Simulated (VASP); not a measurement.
# Si5W3: single point with PBE

System: Si5W3.

```xyz
24
Lattice="7.2042 -0.0819 0.0071 -0.0819 7.4902 0.1624 0.0071 0.1624 7.4952" Properties=species:S:1:pos:R:3 pbc="T T T"
Si    4.6088    6.4933    2.1677
Si    0.3399    5.8613    6.5834
Si    1.2370    5.4554    4.3062
Si    1.5023    1.6364    2.4677
Si    6.7011    0.6212    6.3676
Si    3.7705    5.0089    0.1535
Si    2.1260    6.8603    2.5582
Si    3.8335    6.8548    4.6838
Si    3.6155    0.1308    7.1823
Si    6.9560    6.2780    1.6530
Si    1.8886    2.0297    0.1916
Si    4.6697    2.5595    0.4141
Si    0.7708    3.2113    3.8795
Si    4.8401    4.3383    5.6463
Si    6.5475    2.6006    1.7833
W     1.4846    4.6684    1.0160
W     3.4839    4.1527    2.8274
W     6.4863    7.3230    3.9591
W     2.4633    3.9993    5.8459
W     5.9992    4.5489    3.5360
W     6.9197    3.1593    6.5097
W     4.5198    1.7597    5.4761
W     1.9200    1.5143    5.0838
W     4.1601    1.4817    2.7931
```

```
Program                : VASP 6.6.1
Task                   : single point
Functional             : PBE
Potentials or basis    : VASP PAW PBE potentials, release 64 (Si, W_sv)
Cutoff                 : 400 eV
k mesh                 : 1 × 1 × 1, shifted
Occupations            : fermi-dirac, width 0.05 eV
Spin                   : no spin polarisation
Dipole correction      : no
Mended                 : yes
Further INCAR settings : LREAL = Auto; ALGO = Normal; EDIFF = 1e-06; NBANDS = 111; ISYM = -1
```

The pressure is -6.8 GPa and the largest force is 1.897 eV/Å.

Forces in eV/Å, atoms in the order of the input:
```
Si   0.830 -0.444  0.215
Si  -0.449 -0.525  0.138
Si  -0.145  1.243 -0.835
Si   0.176 -0.726  0.210
Si   0.453  0.087 -0.594
Si   0.482  0.258  1.387
Si   0.090 -0.861  0.129
Si   0.226  0.056  0.080
Si  -0.378  0.417 -0.303
Si  -0.110  0.246 -0.165
Si   0.132  0.165 -1.271
Si  -0.666  0.375  0.047
Si  -1.116  1.224  0.924
Si   1.090 -0.334  0.341
Si   0.235 -0.083  0.427
W   -0.953 -1.198 -0.041
W   -0.260  0.542  0.127
W    0.160  0.269 -0.222
W   -0.870  0.022  0.378
W    0.369  0.558 -1.002
W   -0.539  0.631  0.431
W    0.821 -0.036 -1.009
W    0.076 -1.010  0.902
W    0.346 -0.878 -0.294
```

Stress tensor (GPa, compression positive):
```
-4.26  0.16  2.53
 0.16 -8.67  2.88
 2.53  2.88 -7.49
```

Levels at points of the mesh, in eV from the Fermi level:
```csv
k point,band 89,band 90,band 91,band 92,band 93,band 94,band 95,band 96,band 97,band 98
"(0.25, 0.25, 0.25)",-0.75,-0.55,-0.46,-0.26,-0.05,0.06,0.23,0.31,0.39,0.46
```

Run time: 57 s on 1 thread of AMD EPYC 9R45 96-Core Processor (Zen 5), on a shared host, peak memory 0.3 GiB.

Caveat: the atoms stand as in a frame of molecular dynamics; spin-orbit coupling is left out, which moves the levels of the heavy elements.
